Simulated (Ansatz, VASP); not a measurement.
One calculation of La2FeCo2C, two programs

```xyz
6
Lattice="-2.0139 2.9596 4.5002 4.0278 0.0000 0.0000 2.0139 2.9596 -4.5002" Properties=species:S:1:pos:R:3 pbc="T T T"
La    4.0278    2.9596   -2.7618
La    0.0000    2.9596    2.7618
Co    0.0000    1.7487    0.0000
Co    0.0000    4.1704    0.0000
Fe    2.0139    2.9596    0.0000
C     0.0000    0.0000    0.0000
```

Alike in both runs: functional r2SCAN; k mesh 5 × 5 × 5; occupations fermi-dirac, width 0.0199 eV; no spin polarisation.

Ansatz relaxed the structure, and its values are those at the end. VASP's run is a single point on that final structure, the one shown.

```csv
,VASP,Ansatz
version,VASP 6.6.1,Ansatz 0.2.0
potentials or method,"VASP PAW PBE potentials, release 64 (La, Co, Fe, C), cutoff 520 eV",PAW plane waves
valence electrons in the cell,52,76
```

|  | VASP | Ansatz | Ansatz less VASP |
| --- | --- | --- | --- |
| gap on the k mesh at the Fermi level (eV) | none | none | - |
| pressure (GPa) | 0.0 | 0.0 | +0.01 |
| rms of the force components (eV/Å) | 0.061 | 0.001 | -0.0605 |

VASP's potentials were made for PBE, not for r2SCAN. A gap of «none» marks a metal or a gap that the smearing closes. VASP's potentials hold 52 valence electrons a cell and Ansatz's 76, so a difference there can come from the potentials and not from the codes.

Neither program's run includes spin-orbit coupling.
